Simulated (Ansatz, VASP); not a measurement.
**SnO in VASP and in Ansatz**

```xyz
4
Lattice="3.7704 0.0000 0.0000 0.0000 3.7704 0.0000 0.0000 0.0000 4.5634" Properties=species:S:1:pos:R:3 pbc="T T T"
Sn    0.0433    1.9285    1.1990
Sn    1.9285    0.0433    3.4510
O     0.0000    0.0000    0.0000
O     1.8852    1.8852    0.0000
```

Change from the starting cell: all Sn atoms moved +0.075 Å, as atom 1 along Cartesian [1 1 1].

Alike in both runs: task single point; functional PBEsol; dispersion D3(BJ); k mesh 12 × 12 × 10; occupations gaussian, width 0.15 eV; no spin polarisation.

|  | VASP | Ansatz |
| --- | --- | --- |
| version | VASP 6.6.1 | Ansatz 0.2.0 |
| potentials or method | VASP PAW PBE potentials, release 64 (Sn_d, O), cutoff 600 eV | scalar-relativistic, plane waves, PAW |
| valence electrons in the cell | 40 | 40 |

Ansatz gave:

* gap on the k mesh at the Fermi level (eV): none
* pressure (GPa): 0.2
* traceless stress, the component that is largest in VASP (GPa): 0.13
* rms of the force components (eV/Å): 0.227

Which values does VASP return?

gap on the k mesh at the Fermi level (eV): none; pressure (GPa): 0.4; traceless stress, the component that is largest in VASP (GPa): 0.13; rms of the force components (eV/Å): 0.238.

VASP's potentials were made for PBE, not for PBEsol. Atom by atom the forces differ by 0.035 eV/Å (rms over components). A gap of «none» marks a metal or a gap that the smearing closes.
